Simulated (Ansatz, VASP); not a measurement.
**GaN in VASP and in Ansatz**

```
CELL_PARAMETERS angstrom
3.06111 0.00000 0.00000
0.00000 4.32907 0.00000
0.00000 0.00000 3.22353
ATOMIC_POSITIONS crystal
Ga 0.00000 0.00000 0.00000
Ga 0.50000 0.50000 0.50000
N 0.50000 0.25000 0.00000
N 0.00000 0.75000 0.50000
```

Alike in both runs: task single point; functional LDA; k mesh 6 × 4 × 6; occupations gaussian, width 0.1 eV; no spin polarisation.

```csv
,VASP,Ansatz
version,VASP 6.6.1,Ansatz 0.2.0
potentials or method,"VASP PAW LDA potentials, release 64 (Ga_d, N), cutoff 600 eV","scalar-relativistic, plane waves, PAW"
valence electrons in the cell,36,36
```

Ansatz gave:

* gap on the k mesh at the Fermi level (eV): 2.06
* least direct gap on the mesh (eV): 2.06
* pressure (GPa): 8.1
* rms of the force components (eV/Å): 0.329

Q: Which values does VASP return?

A: gap on the k mesh at the Fermi level (eV): 2.07; least direct gap on the mesh (eV): 2.07; pressure (GPa): 9.3; rms of the force components (eV/Å): 0.342.

Ansatz warns that its potentials were made for another functional, while VASP's fit it. LDA's correlation is that of Perdew and Zunger in VASP and of Perdew and Wang (1992) in Ansatz. Ansatz's warnings: structure snapped to symmetry.
